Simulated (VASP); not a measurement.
Write the native input for VASP 6.6.1 that does the following.

| Property | Result |
| --- | --- |
| Task | single point |
| Functional | LDA |
| Potentials or basis | VASP PAW LDA potentials, release 64 (W_sv, C) |
| Cutoff | 520 eV |
| k mesh | 10 × 10 × 10 |
| Occupations | fermi-dirac, width 0.05 eV |
| Spin | no spin polarisation |
| Dipole correction | no |
| Further INCAR settings | ALGO = Normal; EDIFF = 1e-07; NBANDS = 16 |

The structure of WC lies in POSCAR:

```
WC
1.0
    0.0000000000      2.1479227872      2.1479227872
    2.1479227872      0.0000000000      2.1479227872
    2.1479227872      2.1479227872      0.0000000000
W C
1 1
Direct
    0.0000000000      0.0000000000      0.0000000000
    0.5000000000      0.5000000000      0.5000000000
```

This cell differs from its parent crystal: volume scaled by 0.94.

One way to write it, as run:

INCAR

```
  PREC = Accurate
  ENCUT = 520
  EDIFF = 1E-7
  ISMEAR = -1
  SIGMA = 0.05
  LREAL = F
  LASPH = T
  NELM = 100
  ALGO = Normal
  ISIF = 2
  LWAVE = F
  LCHARG = F
  NBANDS = 16
```

KPOINTS

```
regular mesh
0
Gamma
  10 10 10
```

Potentials or basis: VASP PAW LDA potentials, release 64 (W_sv, C).

The run is started by

```console
$ cat potpaw_LDA.64/W_sv/POTCAR potpaw_LDA.64/C/POTCAR > POTCAR
$ mpirun -np 1 vasp_std > vasp.out
```

It gave:

```yaml
Pressure: 10.3 GPa
Band_gap_on_the_k_mesh: zero (band 9 reaches 14.42 eV, above the bottom of band 10 at 10.94 eV)
```

Caveat: spin-orbit coupling is left out, which moves the levels of the heavy elements.

Run time: 33 s on 1 thread of AMD EPYC 7R13, on a shared host, peak memory 0.11 GiB.
